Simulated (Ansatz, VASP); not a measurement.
**One calculation of ZnAu, two programs**

The input POSCAR:

```
ZnAu
1.0
    3.1470000000      0.0000000000      0.0000000000
    0.0000000000      3.1470000000      0.0000000000
    0.0000000000      0.0000000000      3.1470000000
Zn Au
1 1
Direct
    0.5000000000      0.5000000000      0.5000000000
    0.0000000000      0.0000000000      0.0000000000
```

File INCAR.step1:

```
SYSTEM = ZnAu
PREC = Accurate ; ENCUT = 520
ISMEAR = 0 ; SIGMA = 0.15
LREAL = .False. ; LASPH = .True.
NELM = 100 ; NBANDS = 18
GGA = PE ; ALGO = Normal
EDIFF = 1E-4 ; LWAVE = .True.
LCHARG = .False.
```

INCAR.step2

```
SYSTEM = ZnAu
PREC = Accurate ; ENCUT = 520
EDIFF = 1E-7 ; ISMEAR = 0
SIGMA = 0.15 ; LREAL = .False.
LASPH = .True. ; NELM = 100
ALGO = Normal ; ISIF = 2
LWAVE = .False. ; LCHARG = .False.
METAGGA = R2SCAN ; LMIXTAU = .True.
NBANDS = 18 ; ISTART = 1
```

File KPOINTS:

```
Automatic mesh
0
Gamma
  16 16 16
  0 0 0
```

Input for Ansatz:

```yaml
crystal:
  lattice:
    - [3.147, 0.0, 0.0]
    - [0.0, 3.147, 0.0]
    - [0.0, 0.0, 3.147]
  atoms:
    - { symbol: Zn, position: [0.5, 0.5, 0.5] }
    - { symbol: Au, position: [0.0, 0.0, 0.0] }
basis:
  ecutwfc: 500
kpoints:
  mp_grid: { grid: [16, 16, 16] }
hamiltonian:
  xc: r2scan
scf:
  occupations: { method: gaussian, width: 0.15 }
output:
  forces: true
  stress: true
  eigenvalues: true
```

Alike in both runs: task single point; functional r2SCAN; k mesh 16 × 16 × 16; occupations gaussian, width 0.15 eV; no spin polarisation.

|  | VASP | Ansatz |
| --- | --- | --- |
| version | VASP 6.6.1 | Ansatz 0.2.0 |
| potentials or method | VASP PAW PBE potentials, release 64 (Zn, Au), cutoff 520 eV | scalar-relativistic, plane waves, PAW |
| valence electrons in the cell | 23 | 31 |

```tsv
	VASP	Ansatz	Ansatz less VASP
gap on the k mesh at the Fermi level (eV)	none	none	-
pressure (GPa)	0.5	0.2	-0.33
```

VASP's potentials were made for PBE, not for r2SCAN. A gap of «none» marks a metal or a gap that the smearing closes. With one functional, cell and mesh, what is left measures potentials, basis and numerics. VASP's potentials hold 23 valence electrons a cell and Ansatz's 31, so a difference there can come from the potentials and not from the codes.

Neither program's run includes spin-orbit coupling.
